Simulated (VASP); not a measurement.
# Pt (P6/mmm) in VASP: further runs

Pt is run at these levels: PBE; tasks: single point.

Program: VASP 6.6.1. These are calculated values, not measurements. Logs are shortened: lines on timing, memory, paths and dates and some standing lists are left out, and cuts for length are marked.

## 1. The cell of the first run

Symmetry: P6/mmm, No. 191, hexagonal system. The conventional cell has a = 4.710 Å, b = 4.710 Å, c = 2.803 Å, α = 90.00°, β = 90.00°, γ = 120.00°. Within 3.7 Å of Pt (site symmetry 6/mmm) lie 14 Pt at 2.80 to 3.06 Å. Pt (site symmetry -6m2) has 11 Pt at 2.72 to 3.06 Å within 3.6 Å.

## 2. Single point, PBE, collinear spin, ferromagnetic start (volume scaled by 1.12)

Input file INCAR:

```
SYSTEM = Pt
ALGO = Normal
EDIFF = 1E-6
ENCUT = 520
GGA = PE
ISIF = 2
ISMEAR = -1
ISPIN = 2
LASPH = .True.
LCHARG = .False.
LMAXMIX = 4
LORBIT = 11
LREAL = .False.
LWAVE = .False.
MAGMOM = 1 1 1
NBANDS = 26
NELM = 150
PREC = Accurate
SIGMA = 0.05
```

Input file KPOINTS:

```
k-points
0
Gamma
  9 9 13
  0 0 0
```

Input file POSCAR:

```
Pt
1.0
    4.7102731308      0.0000000000      0.0000000000
   -2.3551365654      4.0792161901      0.0000000000
    0.0000000000      0.0000000000      2.8026837293
Pt
3
Direct
    1.0000000000      1.0000000000      1.0000000000
    0.3333333333      0.6666666667      0.5000000000
    0.6666666667      0.3333333333      0.5000000000
```

Potentials or basis: VASP PAW PBE potentials, release 64 (Pt).

On the command line:

```
$ cat potpaw_PBE.64/Pt/POTCAR > POTCAR
$ mpirun -np 1 vasp_std > vasp.out
```

OUTCAR:

```text
SYSTEM = Pt
   EDIFF = 1E-6
   ENCUT = 520
   GGA = PE
   ISIF = 2
   ISMEAR = -1
   ISPIN = 2
   LASPH = .True.
   LORBIT = 11
   LREAL = .False.
   NELM = 150
   PREC = Accurate

 ion  position               nearest neighbor table
   1  0.000  0.000  0.000-   2 3.06   3 3.06   2 3.06   3 3.06   3 3.06   3 3.06   2 3.06   2 3.06
                             3 3.06   3 3.06   2 3.06   2 3.06
   2  0.333  0.667  0.500-   3 2.72   3 2.72   3 2.72   1 3.06   1 3.06   1 3.06   1 3.06   1 3.06
                             1 3.06
   3  0.667  0.333  0.500-   2 2.72   2 2.72   2 2.72   1 3.06   1 3.06   1 3.06   1 3.06   1 3.06
                             1 3.06

  LATTYP: Found a hexagonal cell.
 ALAT       =     4.7102731308
 C/A-ratio  =     0.5950151194

  Lattice vectors:

 A1 = (   4.7102731308,   0.0000000000,   0.0000000000)
 A2 = (  -2.3551365654,   4.0792161901,   0.0000000000)
 A3 = (   0.0000000000,   0.0000000000,   2.8026837293)

Analysis of symmetry for initial positions (statically):
=====================================================================
 Subroutine PRICEL returns:
 Original cell was already a primitive cell.

 Routine SETGRP: Setting up the symmetry group for a
 hexagonal supercell.

 Subroutine GETGRP returns: Found 24 space group operations
 (whereof 24 operations were pure point group operations)
 out of a pool of 24 trial point group operations.

The static configuration has the point symmetry D_6h.

Analysis of symmetry for dynamics (positions and initial velocities):
=====================================================================
 Subroutine PRICEL returns:
 Original cell was already a primitive cell.

 Routine SETGRP: Setting up the symmetry group for a
 hexagonal supercell.

 Subroutine GETGRP returns: Found 24 space group operations
 (whereof 24 operations were pure point group operations)
 out of a pool of 24 trial point group operations.

The dynamic configuration has the point symmetry D_6h.

Analysis of structural, dynamic, and magnetic symmetry:
=====================================================================
 Subroutine PRICEL returns:
 Original cell was already a primitive cell.

 Routine SETGRP: Setting up the symmetry group for a
 hexagonal supercell.

 Subroutine GETGRP returns: Found 24 space group operations
 (whereof 24 operations were pure point group operations)
 out of a pool of 24 trial point group operations.

The overall configuration has the point symmetry D_6h.

 Subroutine INISYM returns: Found 24 space group operations
 (whereof 24 operations are pure point group operations),
 and found     1 'primitive' translations

----------------------------------------------------------------------------------------

                                     Primitive cell

  volume of cell :      53.8514

  direct lattice vectors                    reciprocal lattice vectors
     4.710273131  0.000000000  0.000000000     0.212301914  0.122572567  0.000000000
    -2.355136565  4.079216190  0.000000000     0.000000000  0.245145134  0.000000000
     0.000000000  0.000000000  2.802683729     0.000000000  0.000000000  0.356800873

  length of vectors
     4.710273131  4.710273131  2.802683729     0.245145134  0.245145134  0.356800873

  position of ions in fractional coordinates (direct lattice)
     0.000000000  0.000000000  0.000000000
     0.333333333  0.666666667  0.500000000
     0.666666667  0.333333333  0.500000000

  ion indices of the primitive-cell ions
   primitive index   ion index
                 1           1
                 2           2
                 3           3

----------------------------------------------------------------------------------------

 KPOINTS: k-points

Automatic generation of k-mesh.
 Grid dimensions read from file:
 generate k-points for:    9    9   13

 Generating k-lattice:

  Cartesian coordinates                     Fractional coordinates (reciprocal lattice)
     0.023589102  0.013619174  0.000000000     0.111111111  0.000000000  0.000000000
     0.000000000  0.027238348  0.000000000     0.000000000  0.111111111  0.000000000
     0.000000000  0.000000000  0.027446221     0.000000000  0.000000000  0.076923077

  Length of vectors
     0.027238348  0.027238348  0.027446221

  Shift w.r.t. Gamma in fractional coordinates (k-lattice)
     0.000000000  0.000000000  0.000000000

 Subroutine IBZKPT returns following result:
 ===========================================

 Found     84 irreducible k-points:

 Following reciprocal coordinates:
            Coordinates               Weight
  0.000000  0.000000  0.000000      1.000000
  0.111111 -0.000000  0.000000      6.000000
  0.222222 -0.000000  0.000000      6.000000
  0.333333 -0.000000  0.000000      6.000000
  0.444444 -0.000000  0.000000      6.000000
  0.111111  0.111111  0.000000      6.000000
[... 16 lines left out ...]
  0.333333  0.222222  0.076923     24.000000
  0.333333  0.333333  0.076923      4.000000
 [... further k-points ...]
   k-points           NKPTS =     84   k-points in BZ     NKDIM =     84   number of bands    NBANDS=     26
   number of dos      NEDOS =    301   number of ions     NIONS =      3
   total plane-waves  NPLWV =  31104
   dimension x,y,z NGX =    36 NGY =   36 NGZ =   24
   dimension x,y,z NGXF=    72 NGYF=   72 NGZF=   48
   ions per type =               3
   NGX,Y,Z   is equivalent  to a cutoff of  12.71, 12.71, 14.24 a.u.
   NGXF,Y,Z  is equivalent  to a cutoff of  25.41, 25.41, 28.47 a.u.
 SYSTEM =  Pt
   PREC   = accura    normal or accurate (medium, high low for compatibility)
   ISTART =      0    job   : 0-new  1-cont  2-samecut
   ICHARG =      2    charge: 1-file 2-atom 10-const
   ISPIN  =      2    spin polarized calculation?
   LNONCOLLINEAR =      F non collinear calculations
   LSORBIT =      F    spin-orbit coupling
   LASPH  =      T    aspherical Exc in radial PAW
   ENCUT  =  520.0 eV  38.22 Ry    6.18 a.u.   8.76  8.76  5.21*2*pi/ulx,y,z
   NELM   =    150;   NELMIN=  2; NELMDL= -5     # of ELM steps
   EDIFF  = 0.1E-05   stopping-criterion for ELM
   LREAL  =      F    real-space projection
   EDIFFG = 0.1E-04   stopping-criterion for IOM
   NSW    =      0    number of steps for IOM
   IBRION =     -1    ionic relax: 0-MD 1-quasi-New 2-CG
   NFREE  =      0    steps in history (QN), initial steepest desc. (CG)
   ISIF   =      2    stress and relaxation
   ISYM   =      2    0-nonsym 1-usesym 2-fastsym
   POTIM  = 0.5000    time-step for ionic-motion
   TEBEG  =    0.0;   TEEND  =   0.0 temperature during run
   PSTRESS=    0.0 pullay stress
   NELECT =      30.0000    total number of electrons
   NUPDOWN=      -1.0000    fix difference up-down
   EMIN   =  10.00;   EMAX   =-10.00  energy-range for DOS
   EFERMI =   0.00;   METHOD = LEGACY
   ISMEAR =    -1;   SIGMA  =   0.05  broadening in eV -4-tet -1-fermi 0-gaus
   EFERMI_NEDOS =   21; number of points for ismear=-14 and -15
   IALGO  =     38    algorithm
   IMIX   =      4    mixing-type and parameters
     AMIX     =   0.40;   BMIX     =  1.00
     AMIX_MAG =   1.60;   BMIX_MAG =  1.00
  volume/ion in A,a.u.               =      17.95       121.14
  Fermi-wavevector in a.u.,A,eV,Ry     =   1.347048  2.545551 24.688278  1.814537
  Thomas-Fermi vector in A             =   2.474830
   LORBIT       =     11    0 simple, 1 ext, 2 COOP (PROOUT), +10 PAW based schemes
   GGA     = PE    functional components
   LHFCALC =     F    Hartree Fock is set to
   AEXX    =    0.0000 exact exchange contribution
   IVDW    =     0    specifies the selected vdW correction
   LEPSILON=     F    determine dielectric tensor
   LRPA    =     F    only Hartree local field effects (RPA)
 spin polarized calculation
  energy-cutoff  :      520.00
  volume of cell :       53.85
 maximum number of plane-waves:      1486
 NGX is ok and might be reduce to    36
   NGX = 17   NGY = 17   NGZ = 11

 number of electron      30.0000003 magnetization       0.1507011

 Free energy of the ion-electron system (eV)
  ---------------------------------------------------
  ext. energy  EPLUGINS =         0.00000000
  ---------------------------------------------------
  free energy    TOTEN  =       -17.46439346 eV

  energy without entropy =      -17.40198921  energy(sigma->0) =      -17.43319133

 E-fermi :   8.1661     XC(G=0): -12.4488

 val. band max:        8.1653452615   @ k =   0.2222  -0.0000   0.3846
 cond. band min:       8.1661525452   @ k =   0.3333  -0.0000   0.1538
 fundamental gap:      0.0008072837
 Fermi energy:         8.1661023275

 spin component 1

 k-point     1 :       0.0000    0.0000    0.0000
  band No.  band energies     occupation
      1      -0.1829      1.00000
      2       2.9619      1.00000
      3       4.1903      1.00000
      4       4.8281      1.00000
      5       4.8528      1.00000
      6       4.8528      1.00000
[... 18 lines left out ...]
     25      26.0550      0.00000
     26      26.0550      0.00000
[... 644 lines left out ...]
      4       4.2007      1.00000
      5       4.2007      1.00000
      6       4.5740      1.00000
[... 18 lines left out ...]
     25      24.1795      0.00000
     26      24.7109      0.00000

 [... further k-points ...]

 spin component 2

 k-point     1 :       0.0000    0.0000    0.0000
  band No.  band energies     occupation
      1      -0.1756      1.00000
      2       2.9858      1.00000
      3       4.2122      1.00000
      4       4.8595      1.00000
      5       4.8788      1.00000
      6       4.8788      1.00000
[... 18 lines left out ...]
     25      26.0574      0.00000
     26      26.0574      0.00000
[... 644 lines left out ...]
      4       4.2282      1.00000
      5       4.2282      1.00000
      6       4.6059      1.00000
[... 18 lines left out ...]
     25      24.1887      0.00000
     26      24.7212      0.00000

 [... further k-points ...]
[... 5 lines left out ...]
  --------------------------------------------------------------------------------------
  -------------------------------------------------------------------------------------
  Total       -6.6659230     -6.6659230     -6.5720106      0.0000000     -0.0000000     -0.0000000
  in kB     -198.3234059   -198.3234059   -195.5293403      0.0000000     -0.0000000     -0.0000000
  external PRESSURE =    -197.3920507 kB  Pullay stress =       0.0000000 kB

 VOLUME and BASIS-vectors are now :
 -----------------------------------------------------------------------------
  energy-cutoff  :      520.00
  volume of cell :       53.85
      direct lattice vectors                 reciprocal lattice vectors
     4.710273131  0.000000000  0.000000000     0.212301914  0.122572567  0.000000000
    -2.355136565  4.079216190  0.000000000     0.000000000  0.245145134  0.000000000
     0.000000000  0.000000000  2.802683729     0.000000000  0.000000000  0.356800873

 POSITION                                       TOTAL-FORCE (eV/Angst)
 -----------------------------------------------------------------------------------
      0.00000      0.00000      0.00000         0.000000      0.000000     -0.000000
     -0.00000      2.71948      1.40134        -0.000000      0.000000      0.000000
      2.35514      1.35974      1.40134        -0.000000     -0.000000     -0.000000
 -----------------------------------------------------------------------------------
    total drift:                                0.000000      0.000000     -0.000000

  FREE ENERGIE OF THE ION-ELECTRON SYSTEM (eV)
  ---------------------------------------------------
  free  energy   TOTEN  =       -17.4643934577 eV

  energy  without entropy=      -17.4019892118  energy(sigma->0) =      -17.43319133

 total charge

# of ion       s       p       d       tot
------------------------------------------
    1        0.536   0.385   7.978   8.898
    2        0.594   0.440   7.957   8.991
    3        0.594   0.440   7.957   8.991
--------------------------------------------------
tot          1.723   1.265  23.892  26.880

 magnetization (x)

# of ion       s       p       d       tot
------------------------------------------
    1        0.001  -0.001   0.056   0.056
    2       -0.000  -0.000   0.048   0.047
    3       -0.000  -0.000   0.048   0.047
--------------------------------------------------
tot          0.000  -0.002   0.151   0.150
```

Wall time 1.8 min (1 thread of Intel Xeon Platinum 8559C (Emerald Rapids), shared host); peak memory 0.3 GiB.

Results:

| Property | Result |
| --- | --- |
| Free energy | -17.4644 eV |
| Pressure | -19.7 GPa |
| Net moment | 0.15 μB per cell |
| Site moments | Pt +0.06, +0.05 μB |
| Valence electrons inside the program's atomic spheres | Pt 8.90, 8.99 |

Levels at points of the mesh, in eV from the Fermi level:
Spin up:
```
           k point  band 12  band 13  band 14  band 15  band 16  band 17  band 18  band 19
(0.00, 0.00, 0.00)    -1.56    -1.45    -1.45     0.23     0.23     4.33     5.19     6.67
```
Spin down:
```
           k point  band 13  band 14  band 15  band 16  band 17  band 18
(0.00, 0.00, 0.00)    -1.42    -1.42     0.26     0.26     4.35     5.22
```

Caveat: spin-orbit coupling is left out, which moves the levels of the heavy elements.

[end of part 1 of 2]
